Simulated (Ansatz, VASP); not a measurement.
Te: VASP beside Ansatz

```
Te
1.0
     0.00000    2.36446    2.36446
     2.36446    0.00000    2.36446
     2.36446    2.36446    0.00000
Te
1
Direct
  0.00000 0.00000 0.00000
```

Alike in both runs: functional LDA; k mesh 11 × 11 × 11; occupations fermi-dirac, width 0.1 eV; no spin polarisation.

Ansatz relaxed the structure, and its values are those at the end. VASP's run is a single point on that final structure, the one shown.

|  | VASP | Ansatz |
| --- | --- | --- |
| version | VASP 6.6.1 | Ansatz 0.2.0 |
| potentials or method | VASP PAW LDA potentials, release 64 (Te), cutoff 520 eV | plane waves (420 eV) with PAW, scalar-relativistic |
| valence electrons in the cell | 6 | 16 |

|  | VASP | Ansatz | Ansatz less VASP |
| --- | --- | --- | --- |
| pressure (GPa) | 0.0 | 0.0 | -0.02 |

Ansatz warns that its potentials were made for another functional, while VASP's fit it. LDA's correlation is that of Perdew and Zunger in VASP and of Perdew and Wang (1992) in Ansatz. VASP's potentials hold 6 valence electrons a cell and Ansatz's 16, so a difference there can come from the potentials and not from the codes.

Neither program's run includes spin-orbit coupling.
